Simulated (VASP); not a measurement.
The system is BaS.

```xyz
2
Lattice="0.0000 3.2119 3.2119 3.2119 0.0000 3.2119 3.2119 3.2119 0.0000" Properties=species:S:1:pos:R:3 pbc="T T T"
Ba    0.0000    0.0000    0.0000
S     3.2119    3.2119    3.2119
```

Base run:

| Item | Value |
| --- | --- |
| Program | VASP 6.6.1 |
| Functional | r2SCAN |
| Potentials or basis | VASP PAW PBE potentials, release 64 (Ba_sv, S) |
| Cutoff | 520 eV |
| k mesh | 8 × 8 × 8 |
| Occupations | gaussian, width 0.01 eV |
| Spin | no spin polarisation |

Its results: band gap on the k mesh 2.49 eV (least direct gap 2.64 eV); pressure 0.6 GPa.

**Question.** The run is repeated on the same cell with these changes: functional from r2SCAN to LDA; potentials or basis from VASP PAW PBE potentials, release 64 (Ba_sv, S) to VASP PAW LDA potentials, release 64 (Ba_sv, S). What comes out?

**Answer.** Band gap on the k mesh 1.93 eV (least direct gap 2.08 eV); pressure -2.5 GPa.

Caveats: spin-orbit coupling is left out, which moves the levels of the heavy elements; the PAW data sets were made with another functional, which shifts forces and pressure a little (at least some runs).

A k mesh can miss the band edges.
